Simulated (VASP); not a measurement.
# BN (Cmcm) in VASP: settings compared

The runs below take BN through single point, with LDA, PBE.

Everything below comes from runs of VASP 6.6.1. Logs are shortened: lines on timing, memory, paths and dates and some standing lists are left out, and cuts for length are marked.

## (1) The cell of the first run

The typed cell holds 4 atoms: a = 2.488 Å, b = 2.488 Å, c = 6.495 Å, α = 90.00°, β = 90.00°, γ = 120.00°.

## (2) Single point, LDA

INCAR reads:

```
SYSTEM = BN
PREC = Accurate ; ENCUT = 600
EDIFF = 1E-6 ; ISMEAR = -1
SIGMA = 0.01 ; LREAL = .False.
LASPH = .True. ; NELM = 120
ALGO = Normal ; ISIF = 2
LWAVE = .False. ; LCHARG = .False.
NBANDS = 16 ; GGA_COMPAT = .False.
```

KPOINTS reads:

```
Automatic mesh
0
Gamma
  13 13 5
  0 0 0
```

POSCAR reads:

```
BN
1.0
    2.4883437615      0.0000000000      0.0000000000
   -1.2441718807      2.1549689108      0.0000000000
    0.0000000000      0.0000000000      6.4954828762
B N
2 2
Direct
    0.3335905360      0.6664094636      0.2500000001
    0.6664094636      0.3335905360      0.7500000004
    0.3342207790      0.6657792206      0.7500000004
    0.6657792206      0.3342207790      0.2500000001
```

Potentials or basis: VASP PAW LDA potentials, release 64 (B, N).

Launch:

```console
$ cat potpaw_LDA.64/B/POTCAR potpaw_LDA.64/N/POTCAR > POTCAR
$ mpirun -np 1 vasp_std > vasp.out
```

OUTCAR:

```text
SYSTEM = BN
   PREC = Accurate
   ENCUT = 600
   EDIFF = 1E-6
   ISMEAR = -1
   LREAL = .False.
   LASPH = .True.
   NELM = 120
   ISIF = 2

 ion  position               nearest neighbor table
   1  0.334  0.666  0.250-   4 1.43   4 1.44   4 1.44
   2  0.666  0.334  0.750-   3 1.43   3 1.44   3 1.44
   3  0.334  0.666  0.750-   2 1.43   2 1.44   2 1.44
   4  0.666  0.334  0.250-   1 1.43   1 1.44   1 1.44

  LATTYP: Found a hexagonal cell.
 ALAT       =     2.4883437615
 C/A-ratio  =     2.6103639604

  Lattice vectors:

 A1 = (   2.4883437615,   0.0000000000,   0.0000000000)
 A2 = (  -1.2441718807,   2.1549689108,   0.0000000000)
 A3 = (   0.0000000000,   0.0000000000,   6.4954828762)

Analysis of symmetry for initial positions (statically):
=====================================================================
 Subroutine PRICEL returns:
 Original cell was already a primitive cell.

 Routine SETGRP: Setting up the symmetry group for a
 hexagonal supercell.

 Subroutine GETGRP returns: Found  8 space group operations
 (whereof  4 operations were pure point group operations)
 out of a pool of 24 trial point group operations.

The static configuration has the point symmetry C_2h.
 The point group associated with its full space group is D_2h.

Analysis of symmetry for dynamics (positions and initial velocities):
=====================================================================
 Subroutine PRICEL returns:
 Original cell was already a primitive cell.

 Routine SETGRP: Setting up the symmetry group for a
 hexagonal supercell.

 Subroutine GETGRP returns: Found  8 space group operations
 (whereof  4 operations were pure point group operations)
 out of a pool of 24 trial point group operations.

The dynamic configuration has the point symmetry C_2h.
 The point group associated with its full space group is D_2h.

 Subroutine INISYM returns: Found  8 space group operations
 (whereof  4 operations are pure point group operations),
 and found     1 'primitive' translations

----------------------------------------------------------------------------------------

                                     Primitive cell

  volume of cell :      34.8308

  direct lattice vectors                    reciprocal lattice vectors
     2.488343761  0.000000000  0.000000000     0.401873734  0.232021909  0.000000000
    -1.244171881  2.154968911  0.000000000     0.000000000  0.464043818  0.000000000
     0.000000000  0.000000000  6.495482876     0.000000000  0.000000000  0.153953142

  length of vectors
     2.488343761  2.488343761  6.495482876     0.464043818  0.464043818  0.153953142

  position of ions in fractional coordinates (direct lattice)
     0.333590536  0.666409464  0.250000000
     0.666409464  0.333590536  0.750000000
     0.334220779  0.665779221  0.750000000
     0.665779221  0.334220779  0.250000000

  ion indices of the primitive-cell ions
   primitive index   ion index
                 1           1
                 2           2
                 3           3
                 4           4

----------------------------------------------------------------------------------------

 KPOINTS: Automatic mesh

Automatic generation of k-mesh.
 Grid dimensions read from file:
 generate k-points for:   13   13    5

 Generating k-lattice:

  Cartesian coordinates                     Fractional coordinates (reciprocal lattice)
     0.030913364  0.017847839  0.000000000     0.076923077  0.000000000  0.000000000
     0.000000000  0.035695678  0.000000000     0.000000000  0.076923077  0.000000000
     0.000000000  0.000000000  0.030790628     0.000000000  0.000000000  0.200000000

  Length of vectors
     0.035695678  0.035695678  0.030790628

  Shift w.r.t. Gamma in fractional coordinates (k-lattice)
     0.000000000  0.000000000  0.000000000

 Subroutine IBZKPT returns following result:
 ===========================================

 Found    147 irreducible k-points:

 Following reciprocal coordinates:
            Coordinates               Weight
  0.000000  0.000000  0.000000      1.000000
  0.076923 -0.000000  0.000000      4.000000
 -0.076923  0.076923  0.000000      2.000000
  0.153846 -0.000000  0.000000      4.000000
 -0.153846  0.153846  0.000000      2.000000
  0.230769  0.000000  0.000000      4.000000
[... 16 lines left out ...]
 -0.076923  0.384615  0.000000      4.000000
 -0.384615  0.307692  0.000000      4.000000
 [... further k-points ...]
   k-points           NKPTS =    147   k-points in BZ     NKDIM =    147   number of bands    NBANDS=     16
   number of dos      NEDOS =    301   number of ions     NIONS =      4
   total plane-waves  NPLWV =  21600
   dimension x,y,z NGX =    20 NGY =   20 NGZ =   54
   dimension x,y,z NGXF=    40 NGYF=   40 NGZF=  108
   ions per type =               2   2
   NGX,Y,Z   is equivalent  to a cutoff of  13.36, 13.36, 13.82 a.u.
   NGXF,Y,Z  is equivalent  to a cutoff of  26.72, 26.72, 27.64 a.u.
 SYSTEM =  BN
   PREC   = accura    normal or accurate (medium, high low for compatibility)
   ISTART =      0    job   : 0-new  1-cont  2-samecut
   ICHARG =      2    charge: 1-file 2-atom 10-const
   ISPIN  =      1    spin polarized calculation?
   LNONCOLLINEAR =      F non collinear calculations
   LSORBIT =      F    spin-orbit coupling
   LASPH  =      T    aspherical Exc in radial PAW
   ENCUT  =  600.0 eV  44.10 Ry    6.64 a.u.   4.97  4.97 12.97*2*pi/ulx,y,z
   NELM   =    120;   NELMIN=  2; NELMDL= -5     # of ELM steps
   EDIFF  = 0.1E-05   stopping-criterion for ELM
   LREAL  =      F    real-space projection
   EDIFFG = 0.1E-04   stopping-criterion for IOM
   NSW    =      0    number of steps for IOM
   IBRION =     -1    ionic relax: 0-MD 1-quasi-New 2-CG
   NFREE  =      0    steps in history (QN), initial steepest desc. (CG)
   ISIF   =      2    stress and relaxation
   ISYM   =      2    0-nonsym 1-usesym 2-fastsym
   POTIM  = 0.5000    time-step for ionic-motion
   TEBEG  =    0.0;   TEEND  =   0.0 temperature during run
   PSTRESS=    0.0 pullay stress
   NELECT =      16.0000    total number of electrons
   NUPDOWN=      -1.0000    fix difference up-down
   EMIN   =  10.00;   EMAX   =-10.00  energy-range for DOS
   EFERMI =   0.00;   METHOD = LEGACY
   ISMEAR =    -1;   SIGMA  =   0.01  broadening in eV -4-tet -1-fermi 0-gaus
   EFERMI_NEDOS =   21; number of points for ismear=-14 and -15
   IALGO  =     38    algorithm
   IMIX   =      4    mixing-type and parameters
     AMIX     =   0.40;   BMIX     =  1.00
     AMIX_MAG =   1.60;   BMIX_MAG =  1.00
  volume/ion in A,a.u.               =       8.71        58.76
  Fermi-wavevector in a.u.,A,eV,Ry     =   1.263166  2.387038 21.709310  1.595589
  Thomas-Fermi vector in A             =   2.396537
   LORBIT       =      0    0 simple, 1 ext, 2 COOP (PROOUT), +10 PAW based schemes
   GGA     = CA    functional components
   LHFCALC =     F    Hartree Fock is set to
   AEXX    =    0.0000 exact exchange contribution
   IVDW    =     0    specifies the selected vdW correction
   LEPSILON=     F    determine dielectric tensor
   LRPA    =     F    only Hartree local field effects (RPA)
 non-spin polarized calculation
  energy-cutoff  :      600.00
  volume of cell :       34.83
 maximum number of plane-waves:      1185
   NGX =  9   NGY =  9   NGZ = 25

 number of electron      16.0000001 magnetization

 Free energy of the ion-electron system (eV)
  ---------------------------------------------------
  ext. energy  EPLUGINS =         0.00000000
  ---------------------------------------------------
  free energy    TOTEN  =       -38.58406526 eV

  energy without entropy =      -38.58406526  energy(sigma->0) =      -38.58406526

 E-fermi :   2.7067     XC(G=0): -10.6982

 val. band max:        2.4673937028   @ k =   0.3077   0.3077   0.0000
 cond. band min:       6.5400188041   @ k =   0.4615   0.4615   0.0000
 fundamental gap:      4.0726251013
 Fermi energy:         2.7067009152

 k-point     1 :       0.0000    0.0000    0.0000
  band No.  band energies     occupation
      1     -15.3133      2.00000
      2     -14.9445      2.00000
      3      -4.1132      2.00000
      4      -1.6704      2.00000
      5       1.0351      2.00000
      6       1.0806      2.00000
[... 8 lines left out ...]
     15      15.1778      0.00000
     16      15.5053      0.00000

 k-point     2 :       0.0769   -0.0000    0.0000
  band No.  band energies     occupation
      1     -15.1953      2.00000
      2     -14.8313      2.00000
      3      -3.9504      2.00000
      4      -1.5256      2.00000
      5       0.6335      2.00000
      6       0.6762      2.00000
[... 8 lines left out ...]
     15      15.0623      0.00000
     16      15.5402      0.00000

 k-point     3 :      -0.0769    0.0769    0.0000
  band No.  band energies     occupation
      1     -15.1956      2.00000
      2     -14.8316      2.00000
      3      -3.9501      2.00000
      4      -1.5252      2.00000
      5       0.5664      2.00000
      6       0.6083      2.00000
[... 8 lines left out ...]
     15      15.0577      0.00000
     16      15.5651      0.00000

 k-point     4 :       0.1538   -0.0000    0.0000
  band No.  band energies     occupation
      1     -14.8461      2.00000
      2     -14.4967      2.00000
      3      -3.4666      2.00000
      4      -1.0985      2.00000
      5      -0.5985      2.00000
      6      -0.5484      2.00000
[... 8 lines left out ...]
     15      16.0978      0.00000
     16      16.4552      0.00000
[... 324 lines left out ...]
 k-point    22 :       0.3077    0.0769    0.0000
  band No.  band energies     occupation
      1     -13.0675      2.00000
      2     -12.8152      2.00000
      3      -4.7075      2.00000
      4      -4.6066      2.00000
      5      -1.6321      2.00000
      6      -1.5540      2.00000
[... 8 lines left out ...]
     15      17.8146      0.00000
     16      20.6175      0.00000

 k-point    23 :      -0.0769    0.3846    0.0000
  band No.  band energies     occupation
      1     -13.0695      2.00000
      2     -12.8174      2.00000
      3      -4.7077      2.00000
      4      -4.6071      2.00000
      5      -1.6290      2.00000
      6      -1.5501      2.00000
[... 8 lines left out ...]
     15      17.8169      0.00000
     16      20.5792      0.00000

 k-point    24 :      -0.3846    0.3077    0.0000
  band No.  band energies     occupation
      1     -13.0744      2.00000
      2     -12.8231      2.00000
      3      -4.7298      2.00000
      4      -4.6323      2.00000
      5      -1.5855      2.00000
      6      -1.5061      2.00000
[... 8 lines left out ...]
     15      17.8050      0.00000
     16      20.5511      0.00000

 [... further k-points ...]

------------------------ aborting loop because EDIFF is reached ----------------------------------------

  FORCE on cell =-STRESS in cart. coord.  units (eV):
  Direction    XX          YY          ZZ          XY          YZ          ZX
  --------------------------------------------------------------------------------------
  -------------------------------------------------------------------------------------
  Total        0.2534115      0.1162565     -0.0606545     -0.1187797     -0.0000000      0.0000000
  in kB       11.6566567      5.3476761     -2.7900432     -5.4637375     -0.0000000      0.0000000
  external PRESSURE =       4.7380965 kB  Pullay stress =       0.0000000 kB

 VOLUME and BASIS-vectors are now :
 -----------------------------------------------------------------------------
  energy-cutoff  :      600.00
  volume of cell :       34.83
      direct lattice vectors                 reciprocal lattice vectors
     2.488343761  0.000000000  0.000000000     0.401873734  0.232021909  0.000000000
    -1.244171881  2.154968911  0.000000000     0.000000000  0.464043818  0.000000000
     0.000000000  0.000000000  6.495482876     0.000000000  0.000000000  0.153953142

 POSITION                                       TOTAL-FORCE (eV/Angst)
 -----------------------------------------------------------------------------------
      0.00096      1.43609      1.62387        -0.184959      0.106786      0.000000
      1.24321      0.71888      4.87161         0.184959     -0.106786     -0.000000
      0.00331      1.43473      4.87161        -0.185611      0.107162      0.000000
      1.24086      0.72024      1.62387         0.185611     -0.107162     -0.000000
 -----------------------------------------------------------------------------------
    total drift:                                0.000000      0.000000      0.000000

  FREE ENERGIE OF THE ION-ELECTRON SYSTEM (eV)
  ---------------------------------------------------
  free  energy   TOTEN  =       -38.5840652565 eV

  energy  without entropy=      -38.5840652565  energy(sigma->0) =      -38.58406526
```

It took 98 s on 1 thread of Intel Xeon Platinum 8259CL at 2.50GHz (Skylake/Cascade Lake), shared host; peak memory 0.19 GiB.

Results:

| Item | Value |
| --- | --- |
| Free energy | -38.5841 eV |
| Pressure | 0.5 GPa |
| Largest force | 0.214 eV/Å |
| Band gap on the k mesh | 4.07 eV (least direct gap 4.46 eV) |

Forces on the atoms (eV/Å):
```
B   -0.185  0.107  0.000
B    0.185 -0.107  0.000
N   -0.186  0.107  0.000
N    0.186 -0.107  0.000
```

Caveat: an odd mesh through Γ misses points on the zone boundary, where band edges can lie.

## (3) Single point, PBE

INCAR reads:

```
SYSTEM = BN
PREC = Accurate
ENCUT = 600
EDIFF = 1E-6
ISMEAR = 0
SIGMA = 0.01
LREAL = .FALSE.
LASPH = .TRUE.
NELM = 120
ALGO = Normal
ISIF = 2
LWAVE = .FALSE.
LCHARG = .FALSE.
GGA = PE
NBANDS = 16
GGA_COMPAT = .FALSE.
```

KPOINTS reads:

```
regular mesh
0
G
  13 13 5
  0 0 0
```

POSCAR is that of step 2.

Potentials or basis: VASP PAW PBE potentials, release 64 (B, N).

Launch:

```console
$ cat potpaw_PBE.64/B/POTCAR potpaw_PBE.64/N/POTCAR > POTCAR
$ mpirun -np 1 vasp_std > vasp.out
```

OUTCAR:

```text
SYSTEM = BN
   PREC = Accurate
   ENCUT = 600
   EDIFF = 1E-6
   ISMEAR = 0
   LREAL = .FALSE.
   LASPH = .TRUE.
   NELM = 120
   ISIF = 2
   GGA = PE

 ion  position               nearest neighbor table
   1  0.334  0.666  0.250-   4 1.43   4 1.44   4 1.44
   2  0.666  0.334  0.750-   3 1.43   3 1.44   3 1.44
   3  0.334  0.666  0.750-   2 1.43   2 1.44   2 1.44
   4  0.666  0.334  0.250-   1 1.43   1 1.44   1 1.44

  LATTYP: Found a hexagonal cell.
 ALAT       =     2.4883437615
 C/A-ratio  =     2.6103639604

  Lattice vectors:

 A1 = (   2.4883437615,   0.0000000000,   0.0000000000)
 A2 = (  -1.2441718807,   2.1549689108,   0.0000000000)
 A3 = (   0.0000000000,   0.0000000000,   6.4954828762)

Analysis of symmetry for initial positions (statically):
=====================================================================
 Subroutine PRICEL returns:
 Original cell was already a primitive cell.

 Routine SETGRP: Setting up the symmetry group for a
 hexagonal supercell.

 Subroutine GETGRP returns: Found  8 space group operations
 (whereof  4 operations were pure point group operations)
[... 174 lines left out ...]
 fundamental gap:      4.2712532817
 Fermi energy:         2.6385708345

 k-point     1 :       0.0000    0.0000    0.0000
  band No.  band energies     occupation
      1     -15.4013      2.00000
      2     -15.0560      2.00000
      3      -3.8726      2.00000
      4      -1.5236      2.00000
      5       1.1676      2.00000
      6       1.2125      2.00000
[... 433 lines left out ...]
      3      -4.6531      2.00000
      4      -4.5600      2.00000
      5      -1.4542      2.00000
      6      -1.3765      2.00000
[... 8 lines left out ...]
     15      18.1636      0.00000
     16      20.8016      0.00000

 [... further k-points ...]

------------------------ aborting loop because EDIFF is reached ----------------------------------------

  FORCE on cell =-STRESS in cart. coord.  units (eV):
  Direction    XX          YY          ZZ          XY          YZ          ZX
  --------------------------------------------------------------------------------------
  -------------------------------------------------------------------------------------
  Total        2.4349682      2.2935853      0.7823341     -0.1224412      0.0000000      0.0000000
  in kB      112.0059374    105.5024759     35.9865329     -5.6321629      0.0000000      0.0000000
  external PRESSURE =      84.4983154 kB  Pullay stress =       0.0000000 kB

 VOLUME and BASIS-vectors are now :
 -----------------------------------------------------------------------------
  energy-cutoff  :      600.00
  volume of cell :       34.83
      direct lattice vectors                 reciprocal lattice vectors
     2.488343761  0.000000000  0.000000000     0.401873734  0.232021909  0.000000000
    -1.244171881  2.154968911  0.000000000     0.000000000  0.464043818  0.000000000
     0.000000000  0.000000000  6.495482876     0.000000000  0.000000000  0.153953142

 POSITION                                       TOTAL-FORCE (eV/Angst)
 -----------------------------------------------------------------------------------
      0.00096      1.43609      1.62387        -0.187230      0.108097      0.000000
      1.24321      0.71888      4.87161         0.187230     -0.108097     -0.000000
      0.00331      1.43473      4.87161        -0.187821      0.108439     -0.000000
      1.24086      0.72024      1.62387         0.187821     -0.108439     -0.000000
 -----------------------------------------------------------------------------------
    total drift:                                0.000000      0.000000      0.000000

  FREE ENERGIE OF THE ION-ELECTRON SYSTEM (eV)
  ---------------------------------------------------
  free  energy   TOTEN  =       -35.1207859132 eV

  energy  without entropy=      -35.1207859132  energy(sigma->0) =      -35.12078591
```

Wall time 1.9 min (1 thread of Intel Xeon Platinum 8259CL at 2.50GHz (Skylake/Cascade Lake), shared host); peak memory 0.2 GiB.

Results:

```yaml
Free_energy: -35.1208 eV
Pressure: 8.4 GPa
Largest_force: 0.217 eV/Å
Band_gap_on_the_k_mesh: 4.27 eV (least direct gap 4.65 eV)
```

Forces in eV/Å, atoms in the order of the input:
```
B   -0.187  0.108  0.000
B    0.187 -0.108  0.000
N   -0.188  0.108  0.000
N    0.188 -0.108  0.000
```

Caveat: the cell stands under pressure; an odd mesh through Γ misses points on the zone boundary, where band edges can lie; this functional lacks dispersion, which binds the layers, so the pressure and a relaxed spacing across them are unreliable.
